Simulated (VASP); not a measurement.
Set up this calculation in VASP 6.6.1, as the native input.

```
Task                   : single point
Functional             : PBE
Potentials or basis    : VASP PAW PBE potentials, release 64 (In_d, Pd)
Cutoff                 : 500 eV
k mesh                 : 7 × 7 × 7
Occupations            : fermi-dirac, width 0.01 eV
Spin                   : no spin polarisation
Dipole correction      : no
Further INCAR settings : ALGO = Normal; EDIFF = 1e-06; NBANDS = 18
```

The structure of InPd lies in POSCAR:

```
InPd
1.0
    3.2718800000      0.0000000000      0.0000000000
    0.0000000000      3.2718800000      0.0000000000
    0.0000000000      0.0000000000      3.2718800000
In Pd
1 1
Direct
    0.0000000000      0.0000000000      0.0000000000
    0.5000000000      0.5000000000      0.5000000000
```

These files were run (other wordings do the same):

INCAR

```
SYSTEM = InPd
ALGO = Normal
EDIFF = 1E-6
ENCUT = 500
GGA = PE
GGA_COMPAT = .FALSE.
ISIF = 2
ISMEAR = -1
LASPH = .TRUE.
LCHARG = .FALSE.
LREAL = .FALSE.
LWAVE = .FALSE.
NBANDS = 18
NELM = 120
PREC = Accurate
SIGMA = 0.01
```

KPOINTS

```
k-points
0
G
  7 7 7
  0 0 0
```

Potentials or basis: VASP PAW PBE potentials, release 64 (In_d, Pd).

Run with:

```bash
$ cat potpaw_PBE.64/In_d/POTCAR potpaw_PBE.64/Pd/POTCAR > POTCAR
$ mpirun -np 1 vasp_std > vasp.out
```

Results of the run:

The pressure is 4.4 GPa and the band gap on the k mesh is zero (an odd number of electrons rules out a gap without spin polarisation).

Caveat: the cell stands under pressure; spin-orbit coupling is left out, which moves the levels of the heavy elements.

It took 16 s on 1 thread of Intel Xeon 8259CL, with other jobs on the host, peak memory 0.14 GiB.
